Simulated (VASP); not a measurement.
Runs of VASP 6.6.1 on Si4N. The structure is that of space group I-43m (No. 217), or close to it. The cells are those of the table. 

```csv
task,spin,cell,k mesh,cutoff (eV),gap on the mesh (eV),pressure (GPa),moment (μB),relaxed volume (Å³/atom),largest force (eV/Å)
relaxation of cell and atoms,off,"relaxed from a = 4.621 Å, angles 109.5°, 5 atoms",10 × 10 × 10,600,none,0.0,-,(b),-
relaxation of cell and atoms,off,"relaxed from a = 4.724 Å, angles 109.5°, 5 atoms",4 × 4 × 4,600,none,-0.2,-,15.18,0.01
single point,"collinear, ferromagnetic start","a = 4.724 Å, angles 109.5°, 5 atoms",4 × 4 × 4,520,none,(a),0.00,-,3.28
single point,off,"a = 4.597 Å, angles 109.5°, 5 atoms",10 × 10 × 10,520,none,-0.1,-,-,0.01
single point,"collinear, ferromagnetic start","a = 4.621 Å, angles 109.5°, 5 atoms",4 × 4 × 4,520,none,-0.1,0.00,-,0.04
```

Alike in all rows: level PBE; potentials or basis VASP PAW PBE potentials, release 64 (Si, N); smearing gaussian 0.1 eV.

Estimate the missing entries.

(a) 4.9; (b) 14.94.

Caveats: some runs use coarse meshes; forces of over 1 eV/Å act on the atoms, so gaps and moduli don't describe the material at rest (some runs).

A gap of «none» marks levels without a gap at the run's occupations.
